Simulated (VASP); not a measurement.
Here is a VASP 6.6.1 calculation.

File INCAR:

```
PREC = Accurate
ENCUT = 520
EDIFF = 1E-6
ISMEAR = 0
SIGMA = 0.02
LREAL = False
LASPH = True
NELM = 80
ALGO = Normal
ISIF = 2
LWAVE = False
LCHARG = False
LDIPOL = True
IDIPOL = 3
DIPOL = 0.5 0.5 0.500
GGA = PE
IVDW = 12
NBANDS = 35
```

The input KPOINTS:

```
regular mesh
0
Gamma
  9 9 1
```

Contents of POSCAR:

```
WSe2
1.0
    3.2822755148      0.0000000000      0.0000000000
   -1.6411377574      2.8425339780      0.0000000000
    0.0000000000      0.0000000000     45.5260809568
Se W
4 2
Direct
    0.3333333333      0.6666666667      0.3926514764
    0.3333333333      0.6666666667      0.4666611248
    0.6666666667      0.3333333333      0.5333388752
    0.6666666667      0.3333333333      0.6073485236
    0.6666666667      0.3333333333      0.4296639330
    0.3333333333      0.6666666667      0.5703360670
```

Potentials or basis: VASP PAW PBE potentials, release 64 (Se, W_sv).

The run is started by

```bash
$ cat potpaw_PBE.64/Se/POTCAR potpaw_PBE.64/W_sv/POTCAR > POTCAR
$ mpirun -np 1 vasp_std > vasp.out
```

(1) Estimate the largest force.

(2) Predict the dispersion energy per atom.

(3) Predict the band gap on the k mesh.

Answers

(1) 0.048 eV/Å.

(2) -0.403 eV.

(3) 1.37 eV, indirect (least direct gap 1.62 eV).

Caveat: spin-orbit coupling is left out, which moves the levels of the heavy elements.
